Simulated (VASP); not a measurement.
Here is a VASP 6.6.1 calculation.

The input POSCAR:

```
Mg
1.0
    3.1747810154      0.0000000000      0.0000000000
   -1.5873905077      2.7494410108      0.0000000000
    0.0000000000      0.0000000000      5.1766526384
Mg
2
Direct
    0.3333333333      0.6666666667      0.2500000000
    0.6666666667      0.3333333333      0.7500000000
```

INCAR.step1

```
  PREC = Accurate
  ENCUT = 520
  ISMEAR = 1
  SIGMA = 0.05
  LREAL = F
  LASPH = T
  NELM = 80
  NBANDS = 9
  GGA = PE
  ALGO = Normal
  EDIFF = 1E-4
  LWAVE = T
  LCHARG = F
```

Contents of INCAR.step2:

```
  PREC = Accurate
  ENCUT = 520
  EDIFF = 1E-6
  ISMEAR = 1
  SIGMA = 0.05
  LREAL = F
  LASPH = T
  NELM = 80
  ALGO = Normal
  ISIF = 2
  LWAVE = F
  LCHARG = F
  METAGGA = R2SCAN
  LMIXTAU = T
  NBANDS = 9
  ISTART = 1
```

Contents of KPOINTS:

```
Automatic mesh
0
Gamma
  9 9 5
```

Potentials or basis: VASP PAW PBE potentials, release 64 (Mg).

Launch:

```bash
$ cat potpaw_PBE.64/Mg/POTCAR > POTCAR
$ cp INCAR.step1 INCAR
$ mpirun -np 1 vasp_std > vasp.out
$ cp INCAR.step2 INCAR
$ mpirun -np 1 vasp_std > vasp.out
```

(1) What does it give for the pressure?

(2) Predict the band gap on the k mesh.

Results:

(1) -0.3 GPa.

(2) zero (bands 2 and 3 overlap by 2.19 eV).

Caveat: the PAW data sets were made with another functional, which shifts forces and pressure a little.
